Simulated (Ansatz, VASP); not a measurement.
## Mg: VASP beside Ansatz

File INCAR:

```
SYSTEM = Mg
PREC = Accurate
ENCUT = 520
EDIFF = 1E-6
ISMEAR = 0
SIGMA = 0.05
LREAL = .FALSE.
LASPH = .TRUE.
NELM = 100
ALGO = Normal
ISIF = 2
LWAVE = .FALSE.
LCHARG = .FALSE.
GGA = CA
NBANDS = 7
```

KPOINTS

```
Automatic mesh
0
G
  14 14 14
  0 0 0
```

POSCAR

```
Mg
1.0
   -1.7727644967      1.7727644967      1.7727644967
    1.7727644967     -1.7727644967      1.7727644967
    1.7727644967      1.7727644967     -1.7727644967
Mg
1
Direct
    0.0000000000      0.0000000000      0.0000000000
```

Input for Ansatz:

```yaml
crystal:
  lattice:
    - [-1.7727644967, 1.7727644967, 1.7727644967]
    - [1.7727644967, -1.7727644967, 1.7727644967]
    - [1.7727644967, 1.7727644967, -1.7727644967]
  atoms:
    - { symbol: Mg, position: [0.0, 0.0, 0.0] }
basis:
  ecutwfc: 420
  fft_grid_basis: typed
kpoints:
  mp_grid: { grid: [14, 14, 14] }
hamiltonian:
  xc: lda
  pseudopotentials: { kind: paw }
scf:
  occupations: { method: gaussian, width: 0.05 }
output:
  forces: true
  stress: true
  eigenvalues: true
  bader: true
  write_density: true
  volumetric_format: npy
```

Alike in both runs: task single point; functional LDA; k mesh 14 × 14 × 14; occupations gaussian, width 0.05 eV; no spin polarisation.

```csv
,VASP,Ansatz
version,VASP 6.6.1,Ansatz 0.2.0
potentials or method,"VASP PAW LDA potentials, release 64 (Mg), cutoff 520 eV","scalar-relativistic, plane waves, PAW"
valence electrons in the cell,2,10
```

VASP gave:

| Item | Value |
| --- | --- |
| gap on the k mesh at the Fermi level (eV) | none |
| pressure (GPa) | -1.5 |

Task: What did Ansatz give for the same quantities?

Result: gap on the k mesh at the Fermi level (eV): none; pressure (GPa): -1.2.

LDA's correlation is that of Perdew and Zunger in VASP and of Perdew and Wang (1992) in Ansatz. A gap of «none» marks a metal or a gap that the smearing closes. VASP's potentials hold 2 valence electrons a cell and Ansatz's 10, so a difference there can come from the potentials and not from the codes.
